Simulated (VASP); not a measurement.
Write the native input for VASP 6.6.1 that does the following.

```
Task                   : single point
Functional             : PBE
Potentials or basis    : VASP PAW PBE potentials, release 64 (C)
Cutoff                 : 520 eV
k mesh                 : 14 × 14 × 14
Occupations            : fermi-dirac, width 0.05 eV
Spin                   : no spin polarisation
Dipole correction      : no
Further INCAR settings : ALGO = Normal; EDIFF = 1e-07; NBANDS = 11
```

The structure of C lies in POSCAR:

```
C
1.0
    0.0000000000      2.1270000000      3.3480000000
    1.2280000000      0.0000000000      3.3480000000
    1.2280000000      2.1270000000      0.0000000000
C
2
Direct
    0.1666700000      0.8333300000      0.1666700000
    0.8333300000      0.1666700000      0.8333300000
```

These files were run (other wordings do the same):

INCAR

```
SYSTEM = C
PREC     = Accurate       ! precision mode
ENCUT    = 520            ! plane-wave cutoff, eV
EDIFF    = 1E-7           ! SCF threshold, eV
ISMEAR   = -1             ! smearing method
SIGMA    = 0.05           ! smearing width, eV
LREAL    = .FALSE.        ! projectors in reciprocal space
LASPH    = .TRUE.         ! aspherical terms in the spheres
NELM     = 100            ! most SCF steps
ALGO     = Normal         ! electronic algorithm
ISIF     = 2              ! what is computed and relaxed
LWAVE    = .FALSE.        ! write WAVECAR
LCHARG   = .TRUE.         ! write CHGCAR
GGA      = PE             ! functional
LELF     = .TRUE.         ! ELF
LVHAR    = .TRUE.       
NBANDS   = 11             ! bands
```

KPOINTS

```
Automatic mesh
0
G
  14 14 14
  0 0 0
```

Potentials or basis: VASP PAW PBE potentials, release 64 (C).

The run is started by

```sh
$ cat potpaw_PBE.64/C/POTCAR > POTCAR
$ mpirun -np 1 vasp_std > vasp.out
```

Results of the run:

```
Pressure               : 5.1 GPa
Largest force          : 0.030 eV/Å
Band gap on the k mesh : 0.36 eV, indirect (least direct gap 0.44 eV)
```

It took 40 s on 1 thread of Intel(R) Xeon(R) 6975P-C (Granite Rapids), with other jobs on the host, peak memory 0.18 GiB.
